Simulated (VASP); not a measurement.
Wanted: the native input for a VASP 6.6.1 run.

| Property | Result |
| --- | --- |
| Task | relaxation of cell and atoms |
| Functional | LDA |
| Potentials or basis | VASP PAW LDA potentials, release 64 (Ta_pv, V_sv, H) |
| Cutoff | 600 eV |
| k mesh | 8 × 8 × 8 |
| Occupations | methfessel-paxton, width 0.1 eV |
| Spin | collinear spin, ferromagnetic start |
| Starting moments | [0.0, 1.5, 0.0, 0.0, 0.0, 0.0] μB |
| Dipole correction | no |
| Further INCAR settings | ALGO = Normal; EDIFF = 1e-06; IBRION = 2; EDIFFG = -0.01; NSW = 60; ISIF = 3 |

The structure of TaVH4 lies in POSCAR:

```
TaVH4
1.0
    1.5536700000      0.8970100000      5.0725200000
   -1.5536700000      0.8970100000      5.0725200000
    0.0000000000     -1.7940200000      5.0725200000
Ta V H
1 1 4
Direct
    0.0000000000      0.0000000000      0.0000000000
    0.5000000000      0.5000000000      0.5000000000
    0.6198500000      0.6198500000      0.6198500000
    0.1290400000      0.1290400000      0.1290400000
    0.8709600000      0.8709600000      0.8709600000
    0.3801500000      0.3801500000      0.3801500000
```

These files were run (other wordings do the same):

INCAR

```
SYSTEM = TaVH4
PREC = Accurate
ENCUT = 600
EDIFF = 1E-6
ISMEAR = 1
SIGMA = 0.1
LREAL = .FALSE.
LASPH = .TRUE.
NELM = 150
ALGO = Normal
ISIF = 3
LWAVE = .FALSE.
LCHARG = .FALSE.
ISPIN = 2
MAGMOM = 0 1.5 0 0 0 0
LORBIT = 11
LMAXMIX = 4
IBRION = 2
NSW = 60
EDIFFG = -0.01
```

KPOINTS

```
Automatic mesh
0
G
  8 8 8
  0 0 0
```

Potentials or basis: VASP PAW LDA potentials, release 64 (Ta_pv, V_sv, H).

Command:

```console
$ cat potpaw_LDA.64/Ta_pv/POTCAR potpaw_LDA.64/V_sv/POTCAR potpaw_LDA.64/H/POTCAR > POTCAR
$ mpirun -np 1 vasp_std > vasp.out
```

Results of the run:

```json
{"Relaxed volume": "6.74 Å³/atom", "Relaxed cell": "a = 5.279 Å, b = 5.279 Å, c = 5.279 Å, α = 33.73°, β = 33.73°, γ = 33.73°", "Space group after relaxing (to 0.1 Å)": "R-3m (No. 166)", "Energy gained by relaxing": "10.3 meV/atom", "Ionic steps": "8", "Pressure after relaxing": "-0.1 GPa", "Largest force after relaxing": "0.008 eV/Å", "Band gap on the k mesh": "zero (filled and empty bands overlap)", "Net moment": "0.00 μB per cell", "Valence electrons inside the program's atomic spheres": "Ta 9.07; V 11.71; H 0.63, 0.59 (each value once)"}
```

Caveat: the moments typed at the start vanished in this run; spin-orbit coupling is left out, which moves the levels of the heavy elements.

Run time: 42 min on 1 thread of Intel Xeon 8259CL, on a shared host, peak memory 0.38 GiB.
